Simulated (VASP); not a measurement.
Here is a VASP 6.6.1 calculation.

File INCAR:

```
PREC = Accurate
ENCUT = 520
EDIFF = 1E-6
ISMEAR = -1
SIGMA = 0.1
LREAL = False
LASPH = True
NELM = 100
ALGO = Normal
ISIF = 2
LWAVE = False
LCHARG = True
GGA = RP
LELF = True
LVHAR = True
NBANDS = 8
```

The input KPOINTS:

```
Automatic mesh
0
Gamma
  15 15 15
```

POSCAR

```
As
1.0
   -1.6706164715      1.6706164715      1.6706164715
    1.6706164715     -1.6706164715      1.6706164715
    1.6706164715      1.6706164715     -1.6706164715
As
1
Direct
    0.0000000000      0.0000000000      0.0000000000
```

Potentials or basis: VASP PAW PBE potentials, release 64 (As).

The run is started by

```bash
$ cat potpaw_PBE.64/As/POTCAR > POTCAR
$ mpirun -np 1 vasp_std > vasp.out
```

Task: Estimate the pressure.

Result: 3.3 GPa.

Caveat: the PAW data sets were made with another functional, which shifts forces and pressure a little.
